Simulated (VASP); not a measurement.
The system is Pt.

```xyz
1
Lattice="0.0000 1.9344 1.9344 1.9344 0.0000 1.9344 1.9344 1.9344 0.0000" Properties=species:S:1:pos:R:3 pbc="T T T"
Pt    0.0000    0.0000    0.0000
```

This cell differs from its parent crystal: volume scaled by 0.96.

Program: VASP 6.6.1. Alike in all runs: task single point; cell as given; cutoff (eV) 520.

Q: Order these runs on this cell by their pressure, lowest first.
A. level PBE; potentials or basis VASP PAW PBE potentials, release 64 (Pt); spin off; k mesh 12 × 12 × 12; smearing fermi-dirac 0.05 eV
B. level LDA; potentials or basis VASP PAW LDA potentials, release 64 (Pt); spin off; k mesh 12 × 12 × 12; smearing fermi-dirac 0.05 eV
C. level r2SCAN; potentials or basis VASP PAW PBE potentials, release 64 (Pt); spin off; k mesh 12 × 12 × 12; smearing fermi-dirac 0.05 eV
D. level RPBE; potentials or basis VASP PAW PBE potentials, release 64 (Pt); spin non-collinear, zero start, SOC; k mesh 9 × 9 × 9; smearing fermi-dirac 0.02 eV
E. level PBE exchange alone; potentials or basis VASP PAW PBE potentials, release 64 (Pt); spin off; k mesh 12 × 12 × 12; smearing fermi-dirac 0.05 eV

A: B (7.3 GPa), C (18.5 GPa), A (23.4 GPa), D (27.5 GPa), E (58.7 GPa).

Caveats: the PAW data sets were made with another functional, which shifts forces and pressure a little (some runs).
